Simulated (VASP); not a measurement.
# AlN (P6_3mc) in VASP: a series of runs

Runs on AlN. Level: r2SCAN. Tasks: relaxation of cell and atoms.

Everything below comes from runs of VASP 6.6.1. Logs are shortened: lines on timing, memory, paths and dates and some standing lists are left out, and cuts for length are marked.

### Step 1. The cell of the first run

The structure is hexagonal, space group P6_3mc (No. 186). The conventional cell has a = 2.921 Å, b = 2.921 Å, c = 4.632 Å, α = 90.00°, β = 90.00°, γ = 120.00°. Al (site symmetry 3m) has 4 N at 1.77 to 1.78 Å within 2.3 Å. Within 2.3 Å of N (site symmetry 3m) lie 4 Al at 1.77 to 1.78 Å.

### Step 2. Relaxation of cell and atoms, r2SCAN, target pressure 60 GPa, at which the enthalpy is minimised

POSCAR

```
AlN
1.0
    2.9214999682      0.0000000000      0.0000000000
   -1.4607499841      2.5300931896      0.0000000000
    0.0000000000      0.0000000000      4.6318562502
Al N
2 2
Direct
    0.6666666667      0.3333333333      0.4976170158
    0.3333333333      0.6666666667      0.9976170158
    0.6666666667      0.3333333333      0.8823829842
    0.3333333333      0.6666666667      0.3823829842
```

INCAR.step1

```
SYSTEM = AlN
ALGO = Normal
EDIFF = 1E-4
ENCUT = 600
GGA = PE
ISMEAR = 0
LASPH = .TRUE.
LCHARG = .FALSE.
LREAL = .FALSE.
LWAVE = .TRUE.
NELM = 80
PREC = Accurate
SIGMA = 0.02
```

INCAR.step2

```
SYSTEM = AlN
ALGO = Normal
EDIFF = 1E-6
EDIFFG = -0.008
ENCUT = 600
IBRION = 2
ISIF = 3
ISMEAR = 0
ISTART = 1
LASPH = .TRUE.
LCHARG = .FALSE.
LMIXTAU = .TRUE.
LREAL = .FALSE.
LWAVE = .FALSE.
METAGGA = R2SCAN
NELM = 80
NSW = 70
PREC = Accurate
PSTRESS = 600.0
SIGMA = 0.02
```

KPOINTS

```
k-points
0
G
  12 12 6
  0 0 0
```

Potentials or basis: VASP PAW PBE potentials, release 64 (Al, N).

Run with:

```console
cat potpaw_PBE.64/Al/POTCAR potpaw_PBE.64/N/POTCAR > POTCAR
cp INCAR.step1 INCAR
mpirun -np 1 vasp_std > vasp.out
cp INCAR.step2 INCAR
mpirun -np 1 vasp_std > vasp.out
```

OUTCAR:

```text
SYSTEM = AlN
   EDIFF = 1E-6
   EDIFFG = -0.008
   ENCUT = 600
   IBRION = 2
   ISIF = 3
   ISMEAR = 0
   ISTART = 1
   LASPH = .TRUE.
   LREAL = .FALSE.
   METAGGA = R2SCAN
   NELM = 80
   NSW = 70
   PREC = Accurate
   PSTRESS = 600.0

 ion  position               nearest neighbor table
   1  0.667  0.333  0.498-   4 1.77   4 1.77   4 1.77   3 1.78   2 2.87   2 2.87   2 2.87   2 2.87
                             2 2.87   2 2.87
   2  0.333  0.667  0.998-   3 1.77   3 1.77   3 1.77   4 1.78   1 2.87   1 2.87   1 2.87   1 2.87
                             1 2.87   1 2.87
   3  0.667  0.333  0.882-   2 1.77   2 1.77   2 1.77   1 1.78
   4  0.333  0.667  0.382-   1 1.77   1 1.77   1 1.77   2 1.78

  LATTYP: Found a hexagonal cell.
 ALAT       =     2.9214999682
 C/A-ratio  =     1.5854377206

  Lattice vectors:

 A1 = (   2.9214999682,   0.0000000000,   0.0000000000)
 A2 = (  -1.4607499841,   2.5300931896,   0.0000000000)
 A3 = (   0.0000000000,   0.0000000000,   4.6318562502)

Analysis of symmetry for initial positions (statically):
=====================================================================
 Subroutine PRICEL returns:
 Original cell was already a primitive cell.

 Routine SETGRP: Setting up the symmetry group for a
 hexagonal supercell.

 Subroutine GETGRP returns: Found 12 space group operations
 (whereof  6 operations were pure point group operations)
 out of a pool of 24 trial point group operations.

The static configuration has the point symmetry C_3v.
 The point group associated with its full space group is C_6v.

Analysis of symmetry for dynamics (positions and initial velocities):
=====================================================================
 Subroutine PRICEL returns:
 Original cell was already a primitive cell.

 Routine SETGRP: Setting up the symmetry group for a
 hexagonal supercell.

 Subroutine GETGRP returns: Found 12 space group operations
 (whereof  6 operations were pure point group operations)
 out of a pool of 24 trial point group operations.

The dynamic configuration has the point symmetry C_3v.
 The point group associated with its full space group is C_6v.

 Subroutine INISYM returns: Found 12 space group operations
 (whereof  6 operations are pure point group operations),
 and found     1 'primitive' translations

----------------------------------------------------------------------------------------

                                     Primitive cell

[... 112 lines left out ...]
   IMIX   =      4    mixing-type and parameters
     AMIX     =   0.40;   BMIX     =  1.00
     AMIX_MAG =   1.60;   BMIX_MAG =  1.00
  volume/ion in A,a.u.               =       8.56        57.76
  Fermi-wavevector in a.u.,A,eV,Ry     =   1.270425  2.400755 21.959524  1.613979
  Thomas-Fermi vector in A             =   2.403413
   LORBIT       =      0    0 simple, 1 ext, 2 COOP (PROOUT), +10 PAW based schemes
   METAGGA = R2SCAN    functional components
   LHFCALC =     F    Hartree Fock is set to
   AEXX    =    0.0000 exact exchange contribution
   IVDW    =     0    specifies the selected vdW correction
   LEPSILON=     F    determine dielectric tensor
   LRPA    =     F    only Hartree local field effects (RPA)
 conjugate gradient relaxation of ions
 non-spin polarized calculation
 Gauss-broadening in eV      SIGMA  =   0.02
  energy-cutoff  :      600.00
  volume of cell :       34.24
 maximum number of plane-waves:      1170
 NGX is ok and might be reduce to    24
   NGX = 11   NGY = 11   NGZ = 19

--------------------------------------- Ionic step        1  -------------------------------------------

 number of electron      15.9999999 magnetization

 Free energy of the ion-electron system (eV)
  ---------------------------------------------------
  ext. energy  EPLUGINS =         0.00000000
  ---------------------------------------------------
  free energy    TOTEN  =       -37.29011385 eV

  energy without entropy =      -37.29011385  energy(sigma->0) =      -37.29011385

------------------------ aborting loop because EDIFF is reached ----------------------------------------

  FORCE on cell =-STRESS in cart. coord.  units (eV):
  Direction    XX          YY          ZZ          XY          YZ          ZX
  --------------------------------------------------------------------------------------
  -------------------------------------------------------------------------------------
  Total       12.9049324     12.9049324     12.3949056      0.0000000      0.0000000      0.0000000
  in kB      603.9052966    603.9052966    580.0378460      0.0000000      0.0000000      0.0000000
  external PRESSURE =      -4.0505203 kB  Pullay stress =     600.0000000 kB
[... 307 lines left out ...]
--------------------------------------- Ionic step        9  -------------------------------------------

 number of electron      16.0000003 magnetization

 Free energy of the ion-electron system (eV)
  ---------------------------------------------------
  ext. energy  EPLUGINS =         0.00000000
  ---------------------------------------------------
  free energy    TOTEN  =       -37.25527890 eV

  energy without entropy =      -37.25527890  energy(sigma->0) =      -37.25527890

 E-fermi :   8.3678     XC(G=0): -12.3583

 val. band max:        8.2895243314   @ k =   0.0000   0.0000   0.0000
 cond. band min:      13.9998908820   @ k =   0.3333   0.3333   0.0000
 fundamental gap:      5.7103665507
 Fermi energy:         8.3677806229

 k-point     1 :       0.0000    0.0000    0.0000
  band No.  band energies     occupation
      1      -9.3047      2.00000
      2      -6.3312      2.00000
      3       1.0558      2.00000
      4       6.7857      2.00000
      5       6.7857      2.00000
      6       7.5908      2.00000
      7       7.5908      2.00000
      8       8.2895      2.00000
      9      14.8686      0.00000
     10      17.1688      0.00000
     11      21.1917      0.00000
     12      21.1917      0.00000
[... 331 lines left out ...]
 k-point    24 :       0.3333    0.0000    0.1667
  band No.  band energies     occupation
      1      -7.6407      2.00000
      2      -5.9168      2.00000
      3       2.2453      2.00000
      4       3.5477      2.00000
      5       4.2438      2.00000
      6       5.7466      2.00000
      7       7.2067      2.00000
      8       7.2396      2.00000
      9      15.4709      0.00000
     10      16.2638      0.00000
     11      19.1732      0.00000
     12      20.7367      0.00000

 [... further k-points ...]

------------------------ aborting loop because EDIFF is reached ----------------------------------------

  FORCE on cell =-STRESS in cart. coord.  units (eV):
  Direction    XX          YY          ZZ          XY          YZ          ZX
  --------------------------------------------------------------------------------------
  -------------------------------------------------------------------------------------
  Total       12.7951782     12.7951782     12.7847920      0.0000000      0.0000000     -0.0000000
  in kB      600.6555547    600.6555547    600.1679874      0.0000000      0.0000000     -0.0000000
  external PRESSURE =       0.4930323 kB  Pullay stress =     600.0000000 kB
[... 23 lines left out ...]
  energy  without entropy=      -37.2552789010  energy(sigma->0) =      -37.25527890

  enthalpy is  TOTEN    =       -24.4740653873 eV   P V=       12.7812135137

 reached required accuracy - stopping structural energy minimisation
```

OUTCAR.step1:

```text
SYSTEM = AlN
   EDIFF = 1E-4
   ENCUT = 600
   GGA = PE
   ISMEAR = 0
   LASPH = .TRUE.
   LREAL = .FALSE.
   NELM = 80
[... 592 lines left out ...]
     -0.00000      1.68673      4.62082         0.000000      0.000000     -0.083446
      1.46075      0.84336      4.08707         0.000000     -0.000000      0.083446
     -0.00000      1.68673      1.77114        -0.000000      0.000000      0.083446
 -----------------------------------------------------------------------------------
    total drift:                               -0.000000      0.000000      0.000987

  FREE ENERGIE OF THE ION-ELECTRON SYSTEM (eV)
  ---------------------------------------------------
  free  energy   TOTEN  =       -28.3924683149 eV

  energy  without entropy=      -28.3924683149  energy(sigma->0) =      -28.39246831
```

Run time: 13 min. Hardware: 1 thread of Intel Xeon 8259CL, shared host; peak memory 0.19 GiB.

What came out:

```
Free energy                                                : -37.2553 eV
Relaxed volume                                             : 8.53 Å³/atom
Relaxed cell                                               : a = 2.938 Å, b = 2.938 Å, c = 4.564 Å, α = 90.00°, β = 90.00°, γ = 120.00°
Space group after relaxing (to 0.1 Å)                      : P6_3mc (No. 186)
Energy change on relaxing (the run minimises the enthalpy) : +8.7 meV/atom
Ionic steps                                                : 9
Pressure after relaxing                                    : 60.0 GPa
Band gap on the k mesh                                     : 5.71 eV (least direct gap 6.58 eV)
```

Step by step:
```
step  energy change (eV)  largest force (eV/Å)  pressure (GPa)  volume (Å³)
   1              0.0000                0.0727           59.59        34.24
   2              0.0378                0.0949           60.73        34.13
   3              0.0665                0.1143           61.55        34.05
   4              0.0490                0.0681           60.88        34.09
   5              0.0188                0.0108           59.69        34.17
   6              0.0174                0.0143           59.63        34.18
   7              0.0213                0.0056           59.70        34.17
   8              0.0275                0.0085           59.81        34.15
   9              0.0348                0.0005           60.05        34.13
```

Final structure:
```cif
data_structure
_symmetry_space_group_name_H-M 'P 1'
_symmetry_Int_Tables_number 1
_cell_length_a 2.9385
_cell_length_b 2.9385
_cell_length_c 4.5641
_cell_angle_alpha 90.000
_cell_angle_beta 90.000
_cell_angle_gamma 120.000
_cell_volume 34.13
loop_
_atom_site_label
_atom_site_type_symbol
_atom_site_fract_x
_atom_site_fract_y
_atom_site_fract_z
_atom_site_occupancy
Al1 Al 0.66667 0.33333 0.49429 1
Al2 Al 0.33333 0.66667 0.99429 1
N1 N 0.66667 0.33333 0.88571 1
N2 N 0.33333 0.66667 0.38571 1
```

Levels at points of the mesh, in eV from the valence-band top:
| k point | band 4 | band 5 | band 6 | band 7 | band 8 | band 9 | band 10 | band 11 | band 12 |
| --- | --- | --- | --- | --- | --- | --- | --- | --- | --- |
| (0.00, 0.00, 0.00) | -1.50 | -1.50 | -0.70 | -0.70 | 0.00 | 6.58 | 8.88 | 12.90 | 12.90 |
| (0.50, 0.00, 0.00) | -4.92 | -4.16 | -2.91 | -2.27 | -1.07 | 6.91 | 6.93 | 10.54 | 12.48 |
| (0.00, 0.00, 0.50) | -3.82 | -1.12 | -1.12 | -1.12 | -1.12 | 8.79 | 8.79 | 12.99 | 12.99 |
| (0.50, 0.00, 0.50) | -6.84 | -2.10 | -2.10 | -1.72 | -1.72 | 6.59 | 6.59 | 11.16 | 11.16 |

Caveat: the cell is relaxed towards a set pressure, so the run minimises the enthalpy, not the energy; the PAW data sets were made with another functional, which shifts forces and pressure a little.

### Step 3. Relaxation of cell and atoms, r2SCAN, target pressure 30 GPa, at which the enthalpy is minimised

This run uses another cell than the first one, of 9.26 Å³/atom.

POSCAR

```
AlN
1.0
    2.9931778077      0.0000000000      0.0000000000
   -1.4965889039      2.5921680195      0.0000000000
    0.0000000000      0.0000000000      4.7734864793
Al N
2 2
Direct
    0.6666666667      0.3333333333      0.4985357550
    0.3333333333      0.6666666667      0.9985357550
    0.6666666667      0.3333333333      0.8814642450
    0.3333333333      0.6666666667      0.3814642450
```

INCAR.step1

```
PREC = Accurate
ENCUT = 600
ISMEAR = 0
SIGMA = 0.02
LREAL = False
LASPH = True
NELM = 60
GGA = PE
ALGO = Normal
EDIFF = 1E-4
LWAVE = True
LCHARG = False
```

INCAR.step2

```
PREC = Accurate
ENCUT = 600
EDIFF = 1E-7
ISMEAR = 0
SIGMA = 0.02
LREAL = False
LASPH = True
NELM = 60
ALGO = Normal
ISIF = 3
LWAVE = False
LCHARG = False
METAGGA = R2SCAN
LMIXTAU = True
IBRION = 2
NSW = 70
EDIFFG = -0.008
PSTRESS = 300.0
ISTART = 1
```

KPOINTS

```
regular mesh
0
Gamma
  12 12 6
```

Potentials or basis: VASP PAW PBE potentials, release 64 (Al, N).

Run with:

```console
cat potpaw_PBE.64/Al/POTCAR potpaw_PBE.64/N/POTCAR > POTCAR
cp INCAR.step1 INCAR
mpirun -np 1 vasp_std > vasp.out
cp INCAR.step2 INCAR
mpirun -np 1 vasp_std > vasp.out
```

It took 9.4 min on 1 thread of Intel Xeon 8259CL, shared host; peak memory 0.19 GiB.

Results (log left out):

```yaml
Free_energy: -38.0710 eV
Relaxed_volume: 9.27 Å³/atom
Relaxed_cell: a = 3.001 Å, b = 3.001 Å, c = 4.756 Å, α = 90.00°, β = 90.00°, γ = 120.00°
Space_group_after_relaxing_to_0.1_Å: P6_3mc (No. 186)
Energy_change_on_relaxing_the_run_minimises_the_enthalpy: -2.4 meV/atom
Ionic_steps: 5
Pressure_after_relaxing: 29.9 GPa
Largest_force_after_relaxing: 0.004 eV/Å
Band_gap_on_the_k_mesh: 5.74 eV (least direct gap 5.94 eV)
```

Forces in eV/Å, atoms in the order of the input:
```
Al   0.000  0.000  0.004
Al   0.000  0.000  0.004
N    0.000  0.000 -0.004
N    0.000  0.000 -0.004
```

The path:
```csv
step,energy change (eV),largest force (eV/Å),pressure (GPa),volume (Å³)
1,0.0000,0.0410,30.49,37.04
2,-0.0288,0.0278,29.11,37.19
3,-0.0219,0.0310,29.44,37.15
4,-0.0131,0.0055,29.79,37.10
5,-0.0095,0.0043,29.93,37.08
```

Final structure:
```xyz
4
Lattice="3.0007 0.0000 0.0000 -1.5003 2.5987 0.0000 0.0000 0.0000 4.7555" Properties=species:S:1:pos:R:3 pbc="T T T"
Al    1.5003    0.8662    2.3660
Al    0.0000    1.7324    4.7437
N     1.5003    0.8662    4.1966
N     0.0000    1.7324    1.8189
```

Levels at points of the mesh, in eV from the valence-band top:
```csv
k point,band 5,band 6,band 7,band 8,band 9,band 10,band 11,band 12
"(0.00, 0.00, 0.00)",-1.11,-0.39,-0.39,0.00,5.94,8.43,12.64,12.70
"(0.50, 0.00, 0.00)",-3.76,-2.46,-2.00,-0.85,6.73,6.86,10.01,12.07
"(0.00, 0.00, 0.50)",-0.77,-0.77,-0.77,-0.77,8.22,8.22,12.30,12.30
"(0.50, 0.00, 0.50)",-1.75,-1.75,-1.54,-1.54,6.38,6.38,10.80,10.80
```

Caveat: the cell is relaxed towards a set pressure, so the run minimises the enthalpy, not the energy; the PAW data sets were made with another functional, which shifts forces and pressure a little.

[end of part 1 of 2]
